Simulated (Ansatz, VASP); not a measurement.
Two plane-wave programs on SiNi

Contents of INCAR:

```
ALGO = Normal ; EDIFF = 1E-6
ENCUT = 520 ; GGA = PE
ISIF = 2 ; ISMEAR = -1
LASPH = True ; LCHARG = False
LREAL = False ; LWAVE = False
NBANDS = 14 ; NELM = 60
PREC = Accurate ; SIGMA = 0.08
```

File KPOINTS:

```
k-points
0
Gamma
  14 14 14
```

The input POSCAR:

```
SiNi
1.0
    0.0000000000      2.3220628559      2.3220628559
    2.3220628559      0.0000000000      2.3220628559
    2.3220628559      2.3220628559      0.0000000000
Ni Si
1 1
Direct
    0.0000000000      0.0000000000      0.0000000000
    0.5000000000      0.5000000000      0.5000000000
```

Input for Ansatz:

```yaml
crystal:
  lattice:
    - [0.0, 2.3220628559, 2.3220628559]
    - [2.3220628559, 0.0, 2.3220628559]
    - [2.3220628559, 2.3220628559, 0.0]
  atoms:
    - { symbol: Ni, position: [0.0, 0.0, 0.0] }
    - { symbol: Si, position: [0.5, 0.5, 0.5] }
kpoints:
  mp_grid: { grid: [14, 14, 14] }
scf:
  occupations: { method: fermi_dirac, width: 0.08 }
hamiltonian:
  xc: pbe
  pseudopotentials: { kind: paw }
output:
  forces: true
  stress: true
  eigenvalues: true
  populations: true
```

Change from the starting cell: volume scaled by 0.94, PAW files.

Alike in both runs: task single point; functional PBE; k mesh 14 × 14 × 14; occupations fermi-dirac, width 0.08 eV; no spin polarisation.

|  | VASP | Ansatz |
| --- | --- | --- |
| version | VASP 6.6.1 | Ansatz 0.2.0 |
| potentials or method | VASP PAW PBE potentials, release 64 (Ni, Si) | PAW with Ansatz's default frozen-core files, scalar-relativistic |
| plane-wave cutoff (eV) | 520 | 420 |
| valence electrons in the cell | 14 | 22 |

```csv
,VASP,Ansatz,Ansatz less VASP
pressure (GPa),10.0,10.0,+0.02
```

The functional is the same, so the differences come from potentials, cutoffs and numerics. VASP's potentials hold 14 valence electrons a cell and Ansatz's 22, so a difference there can come from the potentials and not from the codes.
